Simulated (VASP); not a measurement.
Write the native input for VASP 6.6.1 that does the following.

```
Task                   : single point
Functional             : LDA
Potentials or basis    : VASP PAW LDA potentials, release 64 (Cu)
Cutoff                 : 520 eV
k mesh                 : 18 × 18 × 14
Occupations            : gaussian, width 0.15 eV
Spin                   : no spin polarisation
Dipole correction      : no
Further INCAR settings : ALGO = Fast; EDIFF = 1e-07; NBANDS = 18
```

The structure of Cu lies in POSCAR:

```
Cu
1.0
    0.0000000000     -1.8075000000     -1.8075000000
    0.0000000000      1.8075000000     -1.8075000000
    3.6150000000      0.0000000000      0.0000000000
Cu
2
Direct
    0.5000000000      0.5000000000      0.5207468880
    0.0000000000      0.0000000000     -0.0207468880
```

This cell differs from its parent crystal: atoms displaced along a vibrational mode.

These files were run (other wordings do the same):

INCAR

```
SYSTEM = Cu
ALGO = Fast ; EDIFF = 1E-7
ENCUT = 520 ; GGA = CA
ISIF = 2 ; ISMEAR = 0
LASPH = .True. ; LCHARG = .False.
LREAL = .False. ; LWAVE = .False.
NBANDS = 18 ; NELM = 80
PREC = Accurate ; SIGMA = 0.15
```

KPOINTS

```
k-points
0
Gamma
  18 18 14
  0 0 0
```

Potentials or basis: VASP PAW LDA potentials, release 64 (Cu).

The run is started by

```console
$ cat potpaw_LDA.64/Cu/POTCAR > POTCAR
$ mpirun -np 1 vasp_std > vasp.out
```

It gave:

```yaml
Pressure: -9.7 GPa
Largest_force: 0.866 eV/Å
Band_gap_on_the_k_mesh: zero (bands 11 and 12 overlap by 7.51 eV)
```

Caveat: the cell differs from its parent crystal (atoms displaced along a vibrational mode); the cell stands under tension.

Run time: 110 s on 1 thread of Intel(R) Xeon(R) Platinum 8488C (Sapphire Rapids), with other jobs on the host, peak memory 0.24 GiB.
